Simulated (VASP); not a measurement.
# BAs: vibrations by perturbation theory with LDA

The system is BAs.

```xyz
2
Lattice="0.0000 2.2957 2.2957 2.2957 0.0000 2.2957 2.2957 2.2957 0.0000" Properties=species:S:1:pos:R:3 pbc="T T T"
B     0.0000    0.0000    0.0000
As    3.4435    3.4435    3.4435
```

```
Program                : VASP 6.6.1
Task                   : vibrations by perturbation theory
Functional             : LDA
Potentials or basis    : VASP PAW LDA potentials, release 64 (B, As)
Cutoff                 : 520 eV
k mesh                 : 10 × 10 × 10
Occupations            : gaussian, width 0.01 eV
Spin                   : no spin polarisation
Dipole correction      : no
Further INCAR settings : ALGO = Normal; EDIFF = 1e-08; IBRION = 8; NSW = 1
```

The electronic dielectric tensor (diagonal) is 9.44 and the born charges (mean of the diagonal) is B -0.84; As +0.84 e. The highest phonon frequency at Γ, LO-TO splitting left out is 772 cm⁻¹.

Phonon frequencies in cm⁻¹ (negative: imaginary):
```csv
q point,frequencies
"(0.000, 0.000, 0.000)",0 0 0 772 772 772
```

Electronic dielectric tensor:
```
9.44 0.00 0.00
0.00 9.44 0.00
0.00 0.00 9.44
```

Born effective charge tensors (e):
atom 1, B
```
-0.84  0.00  0.00
 0.00 -0.84  0.00
 0.00  0.00 -0.84
```
atom 2, As
```
0.84 0.00 0.00
0.00 0.84 0.00
0.00 0.00 0.84
```

Wall time 110 s on 1 thread of AMD EPYC 9R45 96-Core Processor (Zen 5) (shared host), peak memory 0.19 GiB.

Caveat: the cell wasn't relaxed at this level first, which shifts response properties.
